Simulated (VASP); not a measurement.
Crystal: SiC.

```
Si C
1.0
     0.00000    2.17805    2.17805
     2.17805    0.00000    2.17805
     2.17805    2.17805    0.00000
Si C
1 1
Direct
  0.00000 0.00000 0.00000
  0.25000 0.25000 0.25000
```

Base run:

```yaml
Program: VASP 6.6.1
Functional: r2SCAN
Potentials_or_basis: VASP PAW PBE potentials, release 64 (Si, C)
Cutoff: 520 eV
k_mesh: 10 × 10 × 10
Occupations: gaussian, width 0.01 eV
Spin: no spin polarisation
```

Its results: band gap on the k mesh 1.72 eV, indirect (least direct gap 5.06 eV); pressure -0.1 GPa.

Problem. The run is repeated on the same cell with these changes: functional from r2SCAN to PBE; k mesh from 10 × 10 × 10 to 6 × 6 × 6. What comes out?

Solution. Band gap on the k mesh 1.35 eV, indirect (least direct gap 4.54 eV); pressure 3.5 GPa.

Several settings changed at once, so the effect can't be laid on one alone.

Caveats: the PAW data sets were made with another functional, which shifts forces and pressure a little (some runs).

A k mesh can miss the band edges.
